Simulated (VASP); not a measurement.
# ZnS (P6_3mc) in VASP: notebook, part 2 of 2

VASP 6.6.1. Earlier steps stand in the parts before.

## Step 3: Single point, PBE (21.38 Å³/atom)

This run uses another cell than the first one, of 21.38 Å³/atom.

File INCAR:

```
SYSTEM = ZnS
PREC = Accurate
ENCUT = 520
EDIFF = 1E-6
ISMEAR = 0
SIGMA = 0.02
LREAL = .False.
LASPH = .True.
NELM = 100
ALGO = Normal
ISIF = 2
LWAVE = .False.
LCHARG = .True.
GGA = PE
LELF = .True.
LVHAR = .True.
NBANDS = 46
```

File KPOINTS:

```
Automatic mesh
0
Gamma
  12 12 4
  0 0 0
```

File POSCAR:

```
ZnS
1.0
    3.9221685089      0.0000000000      0.0000000000
   -1.9610842545      3.3966975667      0.0000000000
    0.0000000000      0.0000000000     12.8371547465
Zn S
4 4
Direct
    0.0000000000      0.0000000000      0.0000503385
    0.0000000000      0.0000000000      0.5000503385
    0.3333333333      0.6666666667      0.2500245045
    0.6666666667      0.3333333333      0.7500245045
    0.0000000000      0.0000000000      0.1872897063
    0.0000000000      0.0000000000      0.6872897063
    0.3333333333      0.6666666667      0.4376354507
    0.6666666667      0.3333333333      0.9376354507
```

Potentials or basis: VASP PAW PBE potentials, release 64 (Zn, S).

The run is started by

```sh
$ cat potpaw_PBE.64/Zn/POTCAR potpaw_PBE.64/S/POTCAR > POTCAR
$ mpirun -np 1 vasp_std > vasp.out
```

OUTCAR:

```text
SYSTEM = ZnS
   PREC = Accurate
   ENCUT = 520
   EDIFF = 1E-6
   ISMEAR = 0
   LREAL = .False.
   LASPH = .True.
   NELM = 100
   ISIF = 2
   GGA = PE

 ion  position               nearest neighbor table
   1  0.000  0.000  0.000-   8 2.40   8 2.40   8 2.40   5 2.40
   2  0.000  0.000  0.500-   7 2.40   7 2.40   7 2.40   6 2.40
   3  0.333  0.667  0.250-   5 2.40   5 2.40   5 2.40   7 2.41
   4  0.667  0.333  0.750-   6 2.40   6 2.40   6 2.40   8 2.41
   5  0.000  0.000  0.187-   3 2.40   3 2.40   3 2.40   1 2.40
   6  0.000  0.000  0.687-   4 2.40   4 2.40   4 2.40   2 2.40
   7  0.333  0.667  0.438-   2 2.40   2 2.40   2 2.40   3 2.41
   8  0.667  0.333  0.938-   1 2.40   1 2.40   1 2.40   4 2.41

  LATTYP: Found a hexagonal cell.
 ALAT       =     3.9221685089
 C/A-ratio  =     3.2729737943

  Lattice vectors:

 A1 = (   3.9221685089,   0.0000000000,   0.0000000000)
 A2 = (  -1.9610842545,   3.3966975667,   0.0000000000)
 A3 = (   0.0000000000,   0.0000000000,  12.8371547465)

Analysis of symmetry for initial positions (statically):
=====================================================================
 Subroutine PRICEL returns:
 Original cell was already a primitive cell.

 Routine SETGRP: Setting up the symmetry group for a
 hexagonal supercell.

 Subroutine GETGRP returns: Found 12 space group operations
 (whereof  6 operations were pure point group operations)
 out of a pool of 24 trial point group operations.

The static configuration has the point symmetry C_3v.
 The point group associated with its full space group is C_6v.

Analysis of symmetry for dynamics (positions and initial velocities):
=====================================================================
 Subroutine PRICEL returns:
 Original cell was already a primitive cell.

 Routine SETGRP: Setting up the symmetry group for a
 hexagonal supercell.

 Subroutine GETGRP returns: Found 12 space group operations
 (whereof  6 operations were pure point group operations)
 out of a pool of 24 trial point group operations.

The dynamic configuration has the point symmetry C_3v.
 The point group associated with its full space group is C_6v.

 Subroutine INISYM returns: Found 12 space group operations
 (whereof  6 operations are pure point group operations),
 and found     1 'primitive' translations

----------------------------------------------------------------------------------------

                                     Primitive cell

  volume of cell :     171.0220

  direct lattice vectors                    reciprocal lattice vectors
     3.922168509  0.000000000  0.000000000     0.254960999  0.147201801  0.000000000
    -1.961084255  3.396697567  0.000000000     0.000000000  0.294403602  0.000000000
     0.000000000  0.000000000 12.837154746     0.000000000  0.000000000  0.077898882

  length of vectors
     3.922168509  3.922168509 12.837154746     0.294403602  0.294403602  0.077898882

  position of ions in fractional coordinates (direct lattice)
     0.000000000  0.000000000  0.000050339
     0.000000000  0.000000000  0.500050339
     0.333333333  0.666666667  0.250024504
     0.666666667  0.333333333  0.750024504
     0.000000000  0.000000000  0.187289706
     0.000000000  0.000000000  0.687289706
[... 46 lines left out ...]
  0.333333 -0.000000  0.000000      6.000000
  0.416667 -0.000000  0.000000      6.000000
[... 16 lines left out ...]
  0.250000  0.000000  0.250000     12.000000
  0.333333 -0.000000  0.250000     12.000000
 [... further k-points ...]
   k-points           NKPTS =     57   k-points in BZ     NKDIM =     57   number of bands    NBANDS=     46
   number of dos      NEDOS =    301   number of ions     NIONS =      8
   total plane-waves  NPLWV =  86400
   dimension x,y,z NGX =    30 NGY =   30 NGZ =   96
   dimension x,y,z NGXF=    60 NGYF=   60 NGZF=  192
   ions per type =               4   4
   NGX,Y,Z   is equivalent  to a cutoff of  12.72, 12.72, 12.43 a.u.
   NGXF,Y,Z  is equivalent  to a cutoff of  25.43, 25.43, 24.86 a.u.
 SYSTEM =  ZnS
   PREC   = accura    normal or accurate (medium, high low for compatibility)
   ISTART =      0    job   : 0-new  1-cont  2-samecut
   ICHARG =      2    charge: 1-file 2-atom 10-const
   ISPIN  =      1    spin polarized calculation?
   LNONCOLLINEAR =      F non collinear calculations
   LSORBIT =      F    spin-orbit coupling
   LASPH  =      T    aspherical Exc in radial PAW
   ENCUT  =  520.0 eV  38.22 Ry    6.18 a.u.   7.29  7.29 23.87*2*pi/ulx,y,z
   NELM   =    100;   NELMIN=  2; NELMDL= -5     # of ELM steps
   EDIFF  = 0.1E-05   stopping-criterion for ELM
   LREAL  =      F    real-space projection
   EDIFFG = 0.1E-04   stopping-criterion for IOM
   NSW    =      0    number of steps for IOM
   IBRION =     -1    ionic relax: 0-MD 1-quasi-New 2-CG
   NFREE  =      0    steps in history (QN), initial steepest desc. (CG)
   ISIF   =      2    stress and relaxation
   ISYM   =      2    0-nonsym 1-usesym 2-fastsym
   POTIM  = 0.5000    time-step for ionic-motion
   TEBEG  =    0.0;   TEEND  =   0.0 temperature during run
   PSTRESS=    0.0 pullay stress
   NELECT =      72.0000    total number of electrons
   NUPDOWN=      -1.0000    fix difference up-down
   EMIN   =  10.00;   EMAX   =-10.00  energy-range for DOS
   EFERMI =   0.00;   METHOD = LEGACY
   ISMEAR =     0;   SIGMA  =   0.02  broadening in eV -4-tet -1-fermi 0-gaus
   EFERMI_NEDOS =   21; number of points for ismear=-14 and -15
   IALGO  =     38    algorithm
   IMIX   =      4    mixing-type and parameters
     AMIX     =   0.40;   BMIX     =  1.00
     AMIX_MAG =   1.60;   BMIX_MAG =  1.00
  volume/ion in A,a.u.               =      21.38       144.26
  Fermi-wavevector in a.u.,A,eV,Ry     =   1.226973  2.318643 20.483066  1.505463
  Thomas-Fermi vector in A             =   2.361954
   LORBIT       =      0    0 simple, 1 ext, 2 COOP (PROOUT), +10 PAW based schemes
   GGA     = PE    functional components
   LHFCALC =     F    Hartree Fock is set to
   AEXX    =    0.0000 exact exchange contribution
   IVDW    =     0    specifies the selected vdW correction
   LEPSILON=     F    determine dielectric tensor
   LRPA    =     F    only Hartree local field effects (RPA)
 non-spin polarized calculation
 Gauss-broadening in eV      SIGMA  =   0.02
  energy-cutoff  :      520.00
  volume of cell :      171.02
 maximum number of plane-waves:      4649
 NGX is ok and might be reduce to    30
   NGX = 15   NGY = 15   NGZ = 47

 number of electron      71.9999997 magnetization

 Free energy of the ion-electron system (eV)
  ---------------------------------------------------
  ext. energy  EPLUGINS =         0.00000000
  ---------------------------------------------------
  free energy    TOTEN  =       -27.29712300 eV

  energy without entropy =      -27.29712300  energy(sigma->0) =      -27.29712300

 E-fermi :   1.5103     XC(G=0):  -9.2542

 val. band max:        1.4014331809   @ k =   0.0000   0.0000   0.0000
 cond. band min:       3.2009942013   @ k =   0.0000   0.0000   0.0000
 fundamental gap:      1.7995610204
 Fermi energy:         1.5103361280

 k-point     1 :       0.0000    0.0000    0.0000
  band No.  band energies     occupation
      1     -11.2238      2.00000
      2     -10.8647      2.00000
      3     -10.8556      2.00000
      4     -10.4356      2.00000
      5      -4.6563      2.00000
      6      -4.6520      2.00000
[... 1165 lines left out ...]
     45       8.5364      0.00000
     46       8.9736      0.00000

 [... further k-points ...]

------------------------ aborting loop because EDIFF is reached ----------------------------------------

  FORCE on cell =-STRESS in cart. coord.  units (eV):
  Direction    XX          YY          ZZ          XY          YZ          ZX
  --------------------------------------------------------------------------------------
  -------------------------------------------------------------------------------------
  Total       -3.6413117     -3.6413117     -3.6861586      0.0000000      0.0000000      0.0000000
  in kB      -34.1127341    -34.1127341    -34.5328718      0.0000000      0.0000000      0.0000000
  external PRESSURE =     -34.2527800 kB  Pullay stress =       0.0000000 kB

 VOLUME and BASIS-vectors are now :
 -----------------------------------------------------------------------------
  energy-cutoff  :      520.00
  volume of cell :      171.02
      direct lattice vectors                 reciprocal lattice vectors
     3.922168509  0.000000000  0.000000000     0.254960999  0.147201801  0.000000000
    -1.961084255  3.396697567  0.000000000     0.000000000  0.294403602  0.000000000
     0.000000000  0.000000000 12.837154746     0.000000000  0.000000000  0.077898882

 POSITION                                       TOTAL-FORCE (eV/Angst)
 -----------------------------------------------------------------------------------
      0.00000      0.00000      0.00065        -0.000000     -0.000000     -0.003806
      0.00000      0.00000      6.41922         0.000000      0.000000     -0.003806
     -0.00000      2.26447      3.20960        -0.000000      0.000000     -0.001520
      1.96108      1.13223      9.62818        -0.000000     -0.000000     -0.001520
      0.00000      0.00000      2.40427         0.000000     -0.000000      0.002817
      0.00000      0.00000      8.82284        -0.000000      0.000000      0.002817
     -0.00000      2.26447      5.61799        -0.000000     -0.000000      0.002509
      1.96108      1.13223     12.03657        -0.000000      0.000000      0.002509
 -----------------------------------------------------------------------------------
    total drift:                               -0.000001     -0.000002     -0.001063

  FREE ENERGIE OF THE ION-ELECTRON SYSTEM (eV)
  ---------------------------------------------------
  free  energy   TOTEN  =       -27.2971230044 eV

  energy  without entropy=      -27.2971230044  energy(sigma->0) =      -27.29712300
```

Wall time 13 min (1 thread of Oxide Virtual Turin-like, shared host); peak memory 0.46 GiB.

What came out:

```yaml
Free_energy: -27.2971 eV
Pressure: -3.4 GPa
Largest_force: 0.004 eV/Å
Band_gap_on_the_k_mesh: 1.80 eV
```

Forces in eV/Å, atoms in the order of the input:
```
Zn   0.000  0.000 -0.004
Zn   0.000  0.000 -0.004
Zn   0.000  0.000 -0.002
Zn   0.000  0.000 -0.002
S    0.000  0.000  0.003
S    0.000  0.000  0.003
S    0.000  0.000  0.003
S    0.000  0.000  0.003
```

Caveat: the cell stands under tension. A k mesh can miss the band edges.
